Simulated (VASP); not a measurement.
# Sb2Mo (fluorite type) (Fm-3m) in VASP: a series of runs, part 2 of 2

VASP 6.6.1.

## (3) Relaxation of cell and atoms, PBE

This run uses another cell than the first one, of 22.52 Å³/atom, 0.940 times its volume.

INCAR

```
SYSTEM = Sb2Mo
PREC = Accurate ; ENCUT = 600
EDIFF = 1E-6 ; ISMEAR = -1
SIGMA = 0.05 ; LREAL = .False.
LASPH = .True. ; NELM = 100
ALGO = Normal ; ISIF = 3
LWAVE = .False. ; LCHARG = .False.
GGA = PE ; IBRION = 2
NSW = 100 ; EDIFFG = -0.005
```

KPOINTS

```
regular mesh
0
Gamma
  10 10 10
  0 0 0
```

POSCAR

```
Sb2Mo
1.0
    0.0000000000      3.2324611581      3.2324611581
    3.2324611581      0.0000000000      3.2324611581
    3.2324611581      3.2324611581      0.0000000000
Mo Sb
1 2
Direct
    0.0000000000      0.0000000000      0.0000000000
    0.2500000000      0.2500000000      0.2500000000
    0.7500000000      0.7500000000      0.7500000000
```

Potentials or basis: VASP PAW PBE potentials, release 64 (Mo_sv, Sb).

Started as:

```console
cat potpaw_PBE.64/Mo_sv/POTCAR potpaw_PBE.64/Sb/POTCAR > POTCAR
mpirun -np 1 vasp_std > vasp.out
```

OUTCAR:

```text
SYSTEM = Sb2Mo
   PREC = Accurate
   ENCUT = 600
   EDIFF = 1E-6
   ISMEAR = -1
   LREAL = .False.
   LASPH = .True.
   NELM = 100
   ISIF = 3
   GGA = PE
   IBRION = 2
   NSW = 100
   EDIFFG = -0.005

 ion  position               nearest neighbor table
   1  0.000  0.000  0.000-   2 2.80   3 2.80   3 2.80   3 2.80   3 2.80   2 2.80   2 2.80   2 2.80

   2  0.250  0.250  0.250-   1 2.80   1 2.80   1 2.80   1 2.80   3 3.23   3 3.23   3 3.23   3 3.23
                             3 3.23   3 3.23
   3  0.750  0.750  0.750-   1 2.80   1 2.80   1 2.80   1 2.80   2 3.23   2 3.23   2 3.23   2 3.23
                             2 3.23   2 3.23

  LATTYP: Found a face centered cubic cell.
 ALAT       =     6.4649223162

  Lattice vectors:

[... 294 lines left out ...]
 Free energy of the ion-electron system (eV)
  ---------------------------------------------------
  ext. energy  EPLUGINS =         0.00000000
  ---------------------------------------------------
  free energy    TOTEN  =       -17.96162326 eV

  energy without entropy =      -17.92317868  energy(sigma->0) =      -17.94240097

 E-fermi :   8.6379     XC(G=0): -10.6144

 val. band max:        8.6141962406   @ k =   0.3000   0.3000   0.0000
 cond. band min:       8.6432238574   @ k =  -0.4000   0.3000   0.1000
 fundamental gap:      0.0290276167
 Fermi energy:         8.6379158785

 k-point     1 :       0.0000    0.0000    0.0000
  band No.  band energies     occupation
      1     -51.7335      2.00000
      2     -25.8733      2.00000
      3     -25.8733      2.00000
      4     -25.8733      2.00000
      5      -3.3499      2.00000
      6       2.6992      2.00000
[... 433 lines left out ...]
      3     -25.8772      2.00000
      4     -25.8768      2.00000
      5      -1.8155      2.00000
      6       0.2547      2.00000
[... 8 lines left out ...]
     15      12.4435      0.00000
     16      12.9318      0.00000

 [... further k-points ...]
[... 5 lines left out ...]
  --------------------------------------------------------------------------------------
  -------------------------------------------------------------------------------------
  Total        0.0110233      0.0110233      0.0110233      0.0000000      0.0000000      0.0000000
  in kB        0.2459965      0.2459965      0.2459965      0.0000000      0.0000000      0.0000000
  external PRESSURE =       0.2459965 kB  Pullay stress =       0.0000000 kB
[... 18 lines left out ...]
  FREE ENERGIE OF THE ION-ELECTRON SYSTEM (eV)
  ---------------------------------------------------
  free  energy   TOTEN  =       -17.9616232554 eV

  energy  without entropy=      -17.9231786842  energy(sigma->0) =      -17.94240097

 reached required accuracy - stopping structural energy minimisation
```

CONTCAR:

```text
Sb2Mo
   1.00000000000000
     0.0000000000000000    3.2987917507268234    3.2987917507268234
     3.2987917507268234   -0.0000000000000000    3.2987917507268234
     3.2987917507268234    3.2987917507268234   -0.0000000000000000
  Mo              Sb
     1     2
Direct
     0.0000000000000000    0.0000000000000000    0.0000000000000000
     0.2500000000000000    0.2500000000000000    0.2500000000000000
     0.7500000000000000    0.7500000000000000    0.7500000000000000

  0.00000000E+00  0.00000000E+00  0.00000000E+00
  0.00000000E+00  0.00000000E+00  0.00000000E+00
  0.00000000E+00  0.00000000E+00  0.00000000E+00
```

Run time: 2.2 min. Hardware: 1 thread of AMD EPYC 9R45 (Zen 5), shared host; peak memory 0.25 GiB.

What came out:

* Free energy: -17.9616 eV
* Relaxed volume: 23.93 Å³/atom
* Relaxed cell: a = 4.665 Å, b = 4.665 Å, c = 4.665 Å, α = 60.00°, β = 60.00°, γ = 60.00°
* Space group after relaxing (to 0.05 Å): Fm-3m (No. 225)
* Energy gained by relaxing: 28.5 meV/atom
* Ionic steps: 4
* Pressure after relaxing: 0.0 GPa
* Band gap on the k mesh: zero (band 12 reaches 10.60 eV, above the bottom of band 13 at 8.33 eV)

The path:
```csv
step,energy change (eV),largest force (eV/Å),pressure (GPa),volume (Å³)
1,0.0000,0.0000,6.84,67.55
2,0.0246,0.0000,-5.85,77.39
3,-0.0856,0.0000,-0.10,71.88
4,-0.0856,0.0000,0.02,71.80
```

Final structure:
```xyz
3
Lattice="0.0000 3.2988 3.2988 3.2988 0.0000 3.2988 3.2988 3.2988 0.0000" Properties=species:S:1:pos:R:3 pbc="T T T"
Mo    0.0000    0.0000    0.0000
Sb    1.6494    1.6494    1.6494
Sb    4.9482    4.9482    4.9482
```

Levels at points of the mesh, in eV from the Fermi level:
```tsv
k point	band 10	band 11	band 12	band 13	band 14	band 15
(0.00, 0.00, 0.00)	-0.55	-0.55	1.96	1.96	1.96	3.97
(0.50, 0.00, 0.00)	-1.17	-1.17	-0.66	-0.31	-0.31	2.30
(0.50, 0.50, 0.00)	-1.13	-1.13	-0.60	-0.08	1.96	4.22
```

Caveat: spin-orbit coupling is left out, which moves the levels of the heavy elements.
